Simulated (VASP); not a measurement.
A run of VASP 6.6.1 is set up as follows.

The input INCAR:

```
SYSTEM = ZnCu
PREC = Accurate
ENCUT = 520
EDIFF = 1E-6
ISMEAR = 0
SIGMA = 0.05
LREAL = .FALSE.
LASPH = .TRUE.
NELM = 100
ALGO = Normal
ISIF = 2
LWAVE = .FALSE.
LCHARG = .FALSE.
GGA = PE
NBANDS = 18
```

File KPOINTS:

```
Automatic mesh
0
G
  12 12 12
  0 0 0
```

The input POSCAR:

```
ZnCu
1.0
    2.9652259816      0.0000000000      0.0000000000
    0.0000000000      2.9652259816      0.0000000000
    0.0000000000      0.0000000000      2.9652259816
Zn Cu
1 1
Direct
    0.5000000000      0.5000000000      0.5000000000
    0.0000000000      0.0000000000      0.0000000000
```

Potentials or basis: VASP PAW PBE potentials, release 64 (Zn, Cu).

Launch:

```bash
$ cat potpaw_PBE.64/Zn/POTCAR potpaw_PBE.64/Cu/POTCAR > POTCAR
$ mpirun -np 1 vasp_std > vasp.out
```

(1) Estimate the band gap on the k mesh.

(2) Estimate the pressure.

## Answers

(1) zero (an odd number of electrons rules out a gap without spin polarisation).

(2) 0.5 GPa.
